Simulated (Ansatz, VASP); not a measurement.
# As2Se: VASP beside Ansatz

Contents of INCAR:

```
PREC = Accurate
ENCUT = 520
EDIFF = 1E-6
ISMEAR = 0
SIGMA = 0.1
LREAL = F
LASPH = T
NELM = 100
ALGO = Normal
ISIF = 2
LWAVE = F
LCHARG = F
GGA = PS
NBANDS = 25
```

Contents of KPOINTS:

```
Automatic mesh
0
Gamma
  8 8 8
```

Contents of POSCAR:

```
As2Se
1.0
   -3.5294180000      3.5294180000      2.6535710000
    3.5294180000     -3.5294180000      2.6535710000
    3.5294180000      3.5294180000     -2.6535710000
As Se
4 2
Direct
    0.8750000000      0.1250000000      0.7500000000
    0.2500000000      0.7500000000      0.5000000000
    0.8750000000      0.6250000000      0.7500000000
    0.8750000000      0.1250000000      0.2500000000
    0.5000000000      0.5000000000      0.0000000000
    0.3750000000      0.1250000000      0.2500000000
```

Input for Ansatz:

```yaml
crystal:
  lattice:
    - [-3.529418, 3.529418, 2.653571]
    - [3.529418, -3.529418, 2.653571]
    - [3.529418, 3.529418, -2.653571]
  atoms:
    - { symbol: As, position: [0.875, 0.125, 0.75] }
    - { symbol: As, position: [0.25, 0.75, 0.5] }
    - { symbol: As, position: [0.875, 0.625, 0.75] }
    - { symbol: As, position: [0.875, 0.125, 0.25] }
    - { symbol: Se, position: [0.5, 0.5, 0.0] }
    - { symbol: Se, position: [0.375, 0.125, 0.25] }
basis:
  ecutwfc: 420
kpoints:
  mp_grid: { grid: [8, 8, 8] }
hamiltonian:
  xc: pbesol
scf:
  occupations: { method: gaussian, width: 0.1 }
  max_iter: 94
output:
  forces: true
  stress: true
  eigenvalues: true
```

Change from the starting cell: input fault: two atoms' positions swapped.

Alike in both runs: task single point; functional PBEsol; k mesh 8 × 8 × 8; occupations gaussian, width 0.1 eV; no spin polarisation.

|  | VASP | Ansatz |
| --- | --- | --- |
| version | VASP 6.6.1 | Ansatz 0.2.0 |
| potentials or method | VASP PAW PBE potentials, release 64 (As, Se), cutoff 520 eV | scalar-relativistic, plane waves, PAW |
| valence electrons in the cell | 32 | 92 |

VASP gave:

| Property | Result |
| --- | --- |
| gap on the k mesh at the Fermi level (eV) | none |
| pressure (GPa) | -3.2 |
| traceless stress, the component that is largest in VASP (GPa) | 0.46 |
| rms of the force components (eV/Å) | 0.304 |

Task: Estimate Ansatz's values.

Result: gap on the k mesh at the Fermi level (eV): none; pressure (GPa): -3.3; traceless stress, the component that is largest in VASP (GPa): 0.49; rms of the force components (eV/Å): 0.306.

VASP's potentials were made for PBE, not for PBEsol. Atom by atom the forces differ by 0.002 eV/Å (rms over components). A gap of «none» marks a metal or a gap that the smearing closes. The functional is the same, so the differences come from potentials, cutoffs and numerics. VASP's potentials hold 32 valence electrons a cell and Ansatz's 92, so a difference there can come from the potentials and not from the codes.
